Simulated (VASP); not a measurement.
MnS, 2 atoms in the cell. It takes space group Fm-3m (No. 225, cubic). The conventional cell has a = 5.209 Å, b = 5.209 Å, c = 5.209 Å, α = 90.00°, β = 90.00°, γ = 90.00°. Mn (site symmetry m-3m) has 6 S at 2.60 Å within 3.4 Å. S (site symmetry m-3m) has 6 Mn at 2.60 Å within 3.4 Å. 

- Program: VASP 6.6.1
- Task: single point
- Functional: PBEsol
- Potentials or basis: VASP PAW PBE potentials, release 64 (Mn_pv, S)
- Cutoff: 520 eV
- k mesh: 9 × 9 × 9
- Occupations: fermi-dirac, width 0.05 eV
- Spin: collinear spin, ferromagnetic start
- Starting moments: [5.5, 0.0] μB
- Dipole correction: no
- Further INCAR settings: ALGO = Normal; EDIFF = 1e-06; NBANDS = 20

Potentials or basis: VASP PAW PBE potentials, release 64 (Mn_pv, S).

Run with:

```console
$ cat potpaw_PBE.64/Mn_pv/POTCAR potpaw_PBE.64/S/POTCAR > POTCAR
$ mpirun -np 1 vasp_std > vasp.out
```

Hardware: 1 thread of Intel Xeon 8259CL, on a shared host.

Task: Estimate the wall time of this run.

Result: It took 90 s on 1 thread of Intel Xeon 8259CL (shared host), peak memory 0.19 GiB. Counts: scf iterations 15, k points 35.
